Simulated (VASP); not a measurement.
Ge2H3, 20 atoms in the cell. The cell holds a wire or tube with vacuum around it, 20 atoms: a = 15.100 Å, b = 16.800 Å, c = 5.761 Å, α = 90.00°, β = 90.00°, γ = 90.00°. 

```yaml
Program: VASP 6.6.1
Task: single point
Functional: PBE
Potentials_or_basis: VASP PAW PBE potentials, release 64 (Ge_d, H)
Cutoff: 520 eV
k_mesh: 1 × 1 × 10
Occupations: gaussian, width 0.05 eV
Spin: no spin polarisation
Dipole_correction: no
Further_INCAR_settings: LREAL = Auto; ALGO = Normal; EDIFF = 1e-07; NBANDS = 78
```

Potentials or basis: VASP PAW PBE potentials, release 64 (Ge_d, H).

The run is started by

```bash
$ cat potpaw_PBE.64/Ge_d/POTCAR potpaw_PBE.64/H/POTCAR > POTCAR
$ mpirun -np 1 vasp_std > vasp.out
```

Hardware: 1 thread of Intel Xeon 8259CL, on a shared host.

Problem. How long does it take, and how much memory?

Solution. Run time: 54 min on 1 thread of Intel Xeon 8259CL, on a shared host, peak memory 1.4 GiB. Counts: scf iterations 29, k points 6.
